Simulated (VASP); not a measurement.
Write the native input for VASP 6.6.1 that does the following.

- Task: electric field gradients
- Functional: PBE
- Potentials or basis: VASP PAW PBE potentials, release 64 (Cs_sv)
- Cutoff: 520 eV
- k mesh: 9 × 9 × 9
- Occupations: fermi-dirac, width 0.05 eV
- Spin: no spin polarisation
- Dipole correction: no
- Further INCAR settings: ALGO = Normal; EDIFF = 1e-08; NBANDS = 10

The structure of Cs lies in POSCAR:

```
Cs
1.0
   -3.0225000000      3.0225000000      3.0225000000
    3.0225000000     -3.0225000000      3.0225000000
    3.0225000000      3.0225000000     -3.0225000000
Cs
1
Direct
    0.0000000000      0.0000000000      0.0000000000
```

These files were run (other wordings do the same):

INCAR

```
SYSTEM = Cs
ALGO = Normal ; EDIFF = 1E-8
ENCUT = 520 ; GGA = PE
ISIF = 2 ; ISMEAR = -1
LASPH = .TRUE. ; LCHARG = .FALSE.
LEFG = .TRUE. ; LREAL = .FALSE.
LWAVE = .FALSE. ; NBANDS = 10
NELM = 100 ; PREC = Accurate
SIGMA = 0.05
```

KPOINTS

```
k-points
0
G
  9 9 9
  0 0 0
```

Potentials or basis: VASP PAW PBE potentials, release 64 (Cs_sv).

Launch:

```bash
$ cat potpaw_PBE.64/Cs_sv/POTCAR > POTCAR
$ mpirun -np 1 vasp_std > vasp.out
```

It gave:

- Pressure: 0.1 GPa

Caveat: without QUAD_EFG the Cq values of the log hold for a quadrupole moment of 1 mb, not for the nuclei.

Run time: 26 s on 1 thread of Intel(R) Xeon(R) Platinum 8259CL CPU @ 2.50GHz (Skylake/Cascade Lake), on a shared host, peak memory 0.24 GiB.
